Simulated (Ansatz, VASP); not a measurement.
## One calculation of GeIrPt6, two programs

```
Ge Ir Pt
1.0
     0.00000    4.77813    4.77813
     4.77813    0.00000    4.77813
     4.77813    4.77813    0.00000
Ge Ir Pt
1 1 6
Direct
  0.00000 0.00000 0.00000
  0.50000 0.50000 0.50000
  0.75752 0.24248 0.24248
  0.24248 0.75752 0.75752
  0.24248 0.75752 0.24248
  0.75752 0.24248 0.75752
  0.24248 0.24248 0.75752
  0.75752 0.75752 0.24248
```

Alike in both runs: functional PBE; k mesh 3 × 3 × 3; occupations gaussian, width 0.2 eV; no spin polarisation.

Ansatz relaxed the structure, and its values are those at the end. VASP's run is a single point on that final structure, the one shown.

|  | VASP | Ansatz |
| --- | --- | --- |
| version | VASP 6.6.1 | Ansatz 0.2.0 |
| potentials or method | VASP PAW PBE potentials, release 64 (Ge_d, Ir, Pt), cutoff 500 eV | scalar-relativistic, plane waves, PAW |
| valence electrons in the cell | 83 | 139 |

VASP gave:

| Property | Result |
| --- | --- |
| gap on the k mesh at the Fermi level (eV) | none |
| pressure (GPa) | 0.1 |
| rms of the force components (eV/Å) | 0.029 |

What did Ansatz give for the same quantities?

gap on the k mesh at the Fermi level (eV): none; pressure (GPa): 0.0; rms of the force components (eV/Å): 0.003.

A gap of «none» marks a metal or a gap that the smearing closes. With one functional, cell and mesh, what is left measures potentials, basis and numerics. VASP's potentials hold 83 valence electrons a cell and Ansatz's 139, so a difference there can come from the potentials and not from the codes.

The k mesh is coarse, so the values compare programs but aren't converged. Spin-orbit coupling is off throughout.
